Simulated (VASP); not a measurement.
A run of VASP 6.6.1:

INCAR

```
PREC = Accurate
ENCUT = 520
EDIFF = 1E-7
ISMEAR = -1
SIGMA = 0.05
LREAL = False
LASPH = True
NELM = 150
ALGO = Normal
ISIF = 2
LWAVE = False
LCHARG = True
ISPIN = 2
MAGMOM = 0.5 -0.5
LORBIT = 11
LMAXMIX = 4
GGA = B5
ALDAX = 1.0
AGGAX = 1.0
AGGAC = 1.0
ALDAC = 0.0
LELF = True
LVHAR = True
NBANDS = 21
```

File KPOINTS:

```
Automatic mesh
0
Gamma
  13 13 7
```

POSCAR

```
Pd
1.0
    2.8217590248      0.0000000000      0.0000000000
   -1.4108795124      2.4437149989      0.0000000000
    0.0000000000      0.0000000000      4.7639180449
Pd
2
Direct
    0.3333333333      0.6666666667      0.2500000000
    0.6666666667      0.3333333333      0.7500000000
```

Potentials or basis: VASP PAW PBE potentials, release 64 (Pd).

Launch:

```sh
$ cat potpaw_PBE.64/Pd/POTCAR > POTCAR
$ mpirun -np 1 vasp_std > vasp.out
```

Hardware: 1 thread of Intel Xeon 8259CL, on a shared host.

How long does it take, and how much memory?

It took 2.1 min on 1 thread of Intel Xeon 8259CL (shared host), peak memory 0.22 GiB. Counts: scf iterations 13, k points 84.
